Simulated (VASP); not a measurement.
The system is NiO.

```
O Ni
1.0
     0.00000    2.08930    2.08930
     2.08930    0.00000    2.08930
     2.08930    2.08930    0.00000
O Ni
1 1
Direct
  0.50000 0.50000 0.50000
  0.00000 0.00000 0.00000
```

Base run:

| Property | Result |
| --- | --- |
| Program | VASP 6.6.1 |
| Functional | PBE |
| Potentials or basis | VASP PAW PBE potentials, release 64 (O, Ni) |
| Cutoff | 520 eV |
| k mesh | 10 × 10 × 10 |
| Occupations | fermi-dirac, width 0.03 eV |
| Spin | collinear spin, ferromagnetic start |
| Starting moments | [0.0, 2.48] μB |
| Fixed moment | 2.48 μB |

Its results: pressure 20.0 GPa; net moment 2.48 μB per cell; site moments O +0.53; Ni +1.81 μB.

After a change of settings the same cell gave: pressure -2.9 GPa; net moment 0.07 μB per cell; site moments O +0.01; Ni +0.07 μB. Which change was it?
A. fixed moment from 2.48 μB to 0.41 μB; moments at the start from [0.0, 2.48] to [0.0, 0.41]
B. fixed moment from 2.48 μB to none; moments at the start from [0.0, 2.48] to [0.0, 0.2]
C. fixed moment from 2.48 μB to 2.07 μB; moments at the start from [0.0, 2.48] to [0.0, 2.07]
D. fixed moment from 2.48 μB to 3.31 μB; moments at the start from [0.0, 2.48] to [0.0, 3.31]

B.

Caveats: the total moment is fixed, so each spin has its own Fermi level (some runs); a cell with one magnetic atom can't hold antiferromagnetic order, which such compounds often take (some runs).
